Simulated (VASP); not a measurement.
The system is Au.

```
CELL_PARAMETERS angstrom
0.00000 2.03500 2.03500
2.03500 0.00000 2.03500
2.03500 2.03500 0.00000
ATOMIC_POSITIONS crystal
Au 0.00000 0.00000 0.00000
```

```yaml
Program: VASP 6.6.1
Task: relaxation of cell and atoms
Functional: LDA
Potentials_or_basis: VASP PAW LDA potentials, release 64 (Au)
Cutoff: 500 eV
k_mesh: 9 × 9 × 9
Occupations: fermi-dirac, width 0.05 eV
Spin: no spin polarisation
```

At the start: pressure -2.7 GPa; volume 16.85 Å³/atom.

Problem. Where does the relaxation end?

Solution. Over 3 steps the energy falls by 2.0 meV/atom and the volume is 16.62 Å³/atom (-1.4 %); space group Fm-3m (No. 225, to 0.1 Å) before and after.

Step by step:
| step | energy change (eV) | largest force (eV/Å) | pressure (GPa) | volume (Å³) |
| --- | --- | --- | --- | --- |
| 1 | 0.0000 | 0.0000 | -2.66 | 16.85 |
| 2 | 0.0053 | 0.0000 | 5.55 | 16.18 |
| 3 | -0.0020 | 0.0000 | -0.03 | 16.62 |

Final structure:
```
CELL_PARAMETERS angstrom
0.00000 2.02544 2.02544
2.02544 0.00000 2.02544
2.02544 2.02544 0.00000
ATOMIC_POSITIONS crystal
Au 0.00000 0.00000 0.00000
```
